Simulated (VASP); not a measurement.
# Ir (P6_3/mmc) in VASP: single point with PBEsol

Aim: the single point of Ir with PBEsol.

Program: VASP 6.6.1. These are calculated values, not measurements. Logs are shortened: lines on timing, memory, paths and dates and some standing lists are left out, and cuts for length are marked.

## 1. The cell of the first run

The structure is hexagonal, space group P6_3/mmc (No. 194). Conventional cell: a = 2.719 Å, b = 2.719 Å, c = 4.407 Å, α = 90.00°, β = 90.00°, γ = 120.00°. Within 3.6 Å of Ir (site symmetry -6m2) lie 12 Ir at 2.71 to 2.72 Å.

This isn't the form of Ir at room conditions, which is fcc.

## 2. Single point, PBEsol

INCAR

```
PREC = Accurate ; ENCUT = 560
EDIFF = 1E-6 ; ISMEAR = 0
SIGMA = 0.05 ; LREAL = F
LASPH = T ; NELM = 120
ALGO = Normal ; ISIF = 2
LWAVE = F ; LCHARG = F
GGA = PS ; NBANDS = 24
GGA_COMPAT = F
```

KPOINTS

```
Automatic mesh
0
Gamma
  18 18 10
```

POSCAR

```
Ir
1.0
    2.7190594616      0.0000000029      0.0000000000
   -1.3595297333      2.3547745668      0.0000000000
    0.0000000000      0.0000000000      4.4070469107
Ir
2
Direct
    0.6666666667      0.3333333333      0.7500000000
    0.3333333333      0.6666666667      0.2500000000
```

Potentials or basis: VASP PAW PBE potentials, release 64 (Ir_sv_GW).

Launch:

```console
$ cat potpaw_PBE.64/Ir_sv_GW/POTCAR > POTCAR
$ mpirun -np 1 vasp_std > vasp.out
```

OUTCAR:

```text
PREC = Accurate
   ENCUT = 560
   EDIFF = 1E-6
   ISMEAR = 0
   LREAL = F
   LASPH = T
   NELM = 120
   ISIF = 2
   GGA = PS

 ion  position               nearest neighbor table
   1  0.667  0.333  0.750-   2 2.71   2 2.71   2 2.71   2 2.71   2 2.71   2 2.71
   2  0.333  0.667  0.250-   1 2.71   1 2.71   1 2.71   1 2.71   1 2.71   1 2.71

  LATTYP: Found a hexagonal cell.
 ALAT       =     2.7190594616
 C/A-ratio  =     1.6207982845

  Lattice vectors:

 A1 = (   2.7190594616,   0.0000000029,   0.0000000000)
 A2 = (  -1.3595297333,   2.3547745668,   0.0000000000)
 A3 = (   0.0000000000,   0.0000000000,   4.4070469107)

Analysis of symmetry for initial positions (statically):
=====================================================================
 Subroutine PRICEL returns:
 Original cell was already a primitive cell.

 Routine SETGRP: Setting up the symmetry group for a
 hexagonal supercell.

 Subroutine GETGRP returns: Found 24 space group operations
 (whereof 12 operations were pure point group operations)
 out of a pool of 24 trial point group operations.

The static configuration has the point symmetry D_3d.
 The point group associated with its full space group is D_6h.

Analysis of symmetry for dynamics (positions and initial velocities):
=====================================================================
 Subroutine PRICEL returns:
 Original cell was already a primitive cell.

 Routine SETGRP: Setting up the symmetry group for a
 hexagonal supercell.

 Subroutine GETGRP returns: Found 24 space group operations
 (whereof 12 operations were pure point group operations)
 out of a pool of 24 trial point group operations.

The dynamic configuration has the point symmetry D_3d.
 The point group associated with its full space group is D_6h.

 Subroutine INISYM returns: Found 24 space group operations
 (whereof 12 operations are pure point group operations),
 and found     1 'primitive' translations

----------------------------------------------------------------------------------------

                                     Primitive cell

  volume of cell :      28.2173

  direct lattice vectors                    reciprocal lattice vectors
     2.719059462  0.000000003  0.000000000     0.367774230  0.212334551  0.000000000
    -1.359529733  2.354774567  0.000000000    -0.000000000  0.424669101  0.000000000
     0.000000000  0.000000000  4.407046911     0.000000000  0.000000000  0.226909316

  length of vectors
     2.719059462  2.719059462  4.407046911     0.424669101  0.424669101  0.226909316

  position of ions in fractional coordinates (direct lattice)
     0.666666667  0.333333333  0.750000000
     0.333333333  0.666666667  0.250000000

  ion indices of the primitive-cell ions
   primitive index   ion index
                 1           1
                 2           2

----------------------------------------------------------------------------------------

 KPOINTS: Automatic mesh

Automatic generation of k-mesh.
 Grid dimensions read from file:
 generate k-points for:   18   18   10

 Generating k-lattice:

  Cartesian coordinates                     Fractional coordinates (reciprocal lattice)
     0.020431902  0.011796364  0.000000000     0.055555556 -0.000000000  0.000000000
    -0.000000000  0.023592728  0.000000000     0.000000000  0.055555556  0.000000000
     0.000000000  0.000000000  0.022690932     0.000000000  0.000000000  0.100000000

  Length of vectors
     0.023592728  0.023592728  0.022690932

  Shift w.r.t. Gamma in fractional coordinates (k-lattice)
     0.000000000  0.000000000  0.000000000

 Subroutine IBZKPT returns following result:
 ===========================================

 Found    222 irreducible k-points:

 Following reciprocal coordinates:
            Coordinates               Weight
  0.000000  0.000000  0.000000      1.000000
  0.055556  0.000000  0.000000      6.000000
  0.111111  0.000000  0.000000      6.000000
  0.166667 -0.000000  0.000000      6.000000
  0.222222 -0.000000  0.000000      6.000000
  0.277778  0.000000  0.000000      6.000000
[... 16 lines left out ...]
  0.333333  0.111111  0.000000     12.000000
  0.388889  0.111111  0.000000     12.000000
 [... further k-points ...]
   k-points           NKPTS =    222   k-points in BZ     NKDIM =    222   number of bands    NBANDS=     24
   number of dos      NEDOS =    301   number of ions     NIONS =      2
   total plane-waves  NPLWV =  20736
   dimension x,y,z NGX =    24 NGY =   24 NGZ =   36
   dimension x,y,z NGXF=    48 NGYF=   48 NGZF=   72
   ions per type =               2
   NGX,Y,Z   is equivalent  to a cutoff of  14.67, 14.67, 13.58 a.u.
   NGXF,Y,Z  is equivalent  to a cutoff of  29.35, 29.35, 27.16 a.u.
 SYSTEM =  unknown system
   PREC   = accura    normal or accurate (medium, high low for compatibility)
   ISTART =      0    job   : 0-new  1-cont  2-samecut
   ICHARG =      2    charge: 1-file 2-atom 10-const
   ISPIN  =      1    spin polarized calculation?
   LNONCOLLINEAR =      F non collinear calculations
   LSORBIT =      F    spin-orbit coupling
   LASPH  =      T    aspherical Exc in radial PAW
   ENCUT  =  560.0 eV  41.16 Ry    6.42 a.u.   5.25  5.25  8.50*2*pi/ulx,y,z
   NELM   =    120;   NELMIN=  2; NELMDL= -5     # of ELM steps
   EDIFF  = 0.1E-05   stopping-criterion for ELM
   LREAL  =      F    real-space projection
[... 7 lines left out ...]
   TEBEG  =    0.0;   TEEND  =   0.0 temperature during run
   PSTRESS=    0.0 pullay stress
   NELECT =      34.0000    total number of electrons
   NUPDOWN=      -1.0000    fix difference up-down
   EMIN   =  10.00;   EMAX   =-10.00  energy-range for DOS
   EFERMI =   0.00;   METHOD = LEGACY
   ISMEAR =     0;   SIGMA  =   0.05  broadening in eV -4-tet -1-fermi 0-gaus
   EFERMI_NEDOS =   21; number of points for ismear=-14 and -15
   IALGO  =     38    algorithm
   IMIX   =      4    mixing-type and parameters
     AMIX     =   0.40;   BMIX     =  1.00
     AMIX_MAG =   1.60;   BMIX_MAG =  1.00
  volume/ion in A,a.u.               =      14.11        95.21
  Fermi-wavevector in a.u.,A,eV,Ry     =   1.742058  3.292012 41.290491  3.034765
  Thomas-Fermi vector in A             =   2.814396
   LORBIT       =      0    0 simple, 1 ext, 2 COOP (PROOUT), +10 PAW based schemes
   GGA     = PS    functional components
   LHFCALC =     F    Hartree Fock is set to
   AEXX    =    0.0000 exact exchange contribution
   IVDW    =     0    specifies the selected vdW correction
   LEPSILON=     F    determine dielectric tensor
   LRPA    =     F    only Hartree local field effects (RPA)
 non-spin polarized calculation
 Gauss-broadening in eV      SIGMA  =   0.05
  energy-cutoff  :      560.00
  volume of cell :       28.22
 maximum number of plane-waves:       867
 NGX is ok and might be reduce to    24
   NGX = 11   NGY = 11   NGZ = 17

 number of electron      34.0000000 magnetization

 Free energy of the ion-electron system (eV)
  ---------------------------------------------------
  ext. energy  EPLUGINS =         0.00000000
  ---------------------------------------------------
  free energy    TOTEN  =       -20.64582262 eV

  energy without entropy =      -20.64338533  energy(sigma->0) =      -20.64460397

 E-fermi :  12.9177     XC(G=0): -14.7226

 val. band max:       12.9175003958   @ k =   0.3889  -0.0000   0.0000
 cond. band min:      12.9374656684   @ k =   0.3889   0.1667   0.1000
 fundamental gap:      0.0199652726
 Fermi energy:        12.9176590418

 k-point     1 :       0.0000    0.0000    0.0000
  band No.  band energies     occupation
      1     -80.2265      2.00000
      2     -80.1586      2.00000
      3     -37.4265      2.00000
      4     -36.7219      2.00000
      5     -36.7219      2.00000
      6     -36.6150      2.00000
[... 16 lines left out ...]
     23      28.5488      0.00000
     24      29.6682      0.00000

 k-point     2 :       0.0556    0.0000    0.0000
  band No.  band energies     occupation
      1     -80.2247      2.00000
      2     -80.1576      2.00000
      3     -37.4187      2.00000
      4     -36.7397      2.00000
      5     -36.7276      2.00000
      6     -36.6232      2.00000
[... 16 lines left out ...]
     23      28.7116      0.00000
     24      29.8776      0.00000

 k-point     3 :       0.1111    0.0000    0.0000
  band No.  band energies     occupation
      1     -80.2197      2.00000
      2     -80.1554      2.00000
      3     -37.3961      2.00000
      4     -36.7916      2.00000
      5     -36.7444      2.00000
      6     -36.6765      2.00000
[... 16 lines left out ...]
     23      29.1434      0.00000
     24      30.4118      0.00000

 k-point     4 :       0.1667   -0.0000    0.0000
  band No.  band energies     occupation
      1     -80.2121      2.00000
      2     -80.1520      2.00000
      3     -37.3599      2.00000
      4     -36.8708      2.00000
      5     -36.7695      2.00000
      6     -36.7578      2.00000
[... 16 lines left out ...]
     23      29.4600      0.00000
     24      30.3748      0.00000

 k-point     5 :       0.2222   -0.0000    0.0000
  band No.  band energies     occupation
      1     -80.2021      2.00000
      2     -80.1480      2.00000
      3     -37.3125      2.00000
      4     -36.9679      2.00000
      5     -36.8553      2.00000
      6     -36.7993      2.00000
[... 16 lines left out ...]
     23      28.7880      0.00000
     24      29.4634      0.00000

 k-point     6 :       0.2778    0.0000    0.0000
  band No.  band energies     occupation
      1     -80.1913      2.00000
      2     -80.1440      2.00000
      3     -37.2569      2.00000
      4     -37.0707      2.00000
      5     -36.9570      2.00000
      6     -36.8308      2.00000
[... 16 lines left out ...]
     23      27.8679      0.00000
     24      27.9795      0.00000
[... 379 lines left out ...]
 k-point    21 :       0.2222    0.1111    0.0000
  band No.  band energies     occupation
      1     -80.1879      2.00000
      2     -80.1429      2.00000
      3     -37.2388      2.00000
      4     -37.0686      2.00000
      5     -36.9998      2.00000
      6     -36.8334      2.00000
[... 16 lines left out ...]
     23      26.3209      0.00000
     24      28.2059      0.00000

 k-point    22 :       0.2778    0.1111    0.0000
  band No.  band energies     occupation
      1     -80.1776      2.00000
      2     -80.1402      2.00000
      3     -37.1808      2.00000
      4     -37.1578      2.00000
      5     -37.0681      2.00000
      6     -36.8762      2.00000
[... 16 lines left out ...]
     23      24.9719      0.00000
     24      27.5160      0.00000

 k-point    23 :       0.3333    0.1111    0.0000
  band No.  band energies     occupation
      1     -80.1685      2.00000
      2     -80.1392      2.00000
      3     -37.2312      2.00000
      4     -37.1248      2.00000
      5     -37.1232      2.00000
      6     -36.9107      2.00000
[... 16 lines left out ...]
     23      23.6968      0.00000
     24      27.0070      0.00000

 k-point    24 :       0.3889    0.1111    0.0000
  band No.  band energies     occupation
      1     -80.1617      2.00000
      2     -80.1391      2.00000
      3     -37.2786      2.00000
      4     -37.1588      2.00000
      5     -37.0797      2.00000
      6     -36.9331      2.00000
[... 16 lines left out ...]
     23      23.4994      0.00000
     24      26.1309      0.00000

 [... further k-points ...]
[... 5 lines left out ...]
  --------------------------------------------------------------------------------------
  -------------------------------------------------------------------------------------
  Total       -0.3117684     -0.3117684     -0.3105820     -0.0000000     -0.0000000     -0.0000000
  in kB      -17.7021872    -17.7021872    -17.6348231     -0.0000000     -0.0000000     -0.0000000
  external PRESSURE =     -17.6797325 kB  Pullay stress =       0.0000000 kB

 VOLUME and BASIS-vectors are now :
 -----------------------------------------------------------------------------
  energy-cutoff  :      560.00
  volume of cell :       28.22
      direct lattice vectors                 reciprocal lattice vectors
     2.719059462  0.000000003  0.000000000     0.367774230  0.212334551  0.000000000
    -1.359529733  2.354774567  0.000000000    -0.000000000  0.424669101  0.000000000
     0.000000000  0.000000000  4.407046911     0.000000000  0.000000000  0.226909316

 POSITION                                       TOTAL-FORCE (eV/Angst)
 -----------------------------------------------------------------------------------
      1.35953      0.78492      3.30529         0.000000      0.000000      0.000000
     -0.00000      1.56985      1.10176        -0.000000     -0.000000      0.000000
 -----------------------------------------------------------------------------------
    total drift:                               -0.000000      0.000000     -0.000000

  FREE ENERGIE OF THE ION-ELECTRON SYSTEM (eV)
  ---------------------------------------------------
  free  energy   TOTEN  =       -20.6458226152 eV

  energy  without entropy=      -20.6433853264  energy(sigma->0) =      -20.64460397
```

Wall time 95 s (1 thread of AMD EPYC 9R45 (Zen 5), shared host); peak memory 0.24 GiB.

Results:

```yaml
Free_energy: -20.6458 eV
Pressure: -1.8 GPa
Band_gap_on_the_k_mesh: zero (bands 17 and 18 overlap by 3.39 eV)
```

Caveat: the PAW data sets were made with another functional, which shifts forces and pressure a little; spin-orbit coupling is left out, which moves the levels of the heavy elements.
